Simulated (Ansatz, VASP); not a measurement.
# Ti12Si: VASP beside Ansatz

```xyz
13
Lattice="5.7100 0.0000 0.0000 -2.8550 4.9450 0.0000 0.0000 0.0000 21.5933" Properties=species:S:1:pos:R:3 pbc="T T T"
Ti    1.4275    0.8242    4.0000
Ti    0.0000    3.2966    4.0000
Ti    4.2825    0.8242    4.0000
Ti    2.8550    3.2966    4.0000
Ti    0.0000    1.6483    6.2499
Ti   -1.4275    4.1208    6.2499
Ti    2.8550    1.6483    6.2499
Ti    1.4275    4.1208    6.2499
Ti    0.0000    0.0000    8.4933
Ti   -1.4275    2.4725    8.4933
Ti    2.8550    0.0000    8.4933
Ti    1.4275    2.4725    8.4933
Si    0.7137    0.4121   11.2933
```

Alike in both runs: task single point; functional PBE; dispersion D3(BJ); k mesh 6 × 6 × 1; occupations gaussian, width 0.1 eV; no spin polarisation.

|  | VASP | Ansatz |
| --- | --- | --- |
| version | VASP 6.6.1 | Ansatz 0.2.0 |
| potentials or method | VASP PAW PBE potentials, release 64 (Ti_sv, Si), cutoff 520 eV | scalar-relativistic, plane waves, PAW |
| valence electrons in the cell | 148 | 148 |

|  | VASP | Ansatz | Ansatz less VASP |
| --- | --- | --- | --- |
| gap on the k mesh at the Fermi level (eV) | none | none | - |
| rms of the force components (eV/Å) | 0.491 | 0.492 | +0.0012 |
| work function, face that differs most (eV) | 4.66 | 4.66 | +0.007 |

Atom by atom the forces differ by 0.007 eV/Å (rms over components). A gap of «none» marks a metal or a gap that the smearing closes.
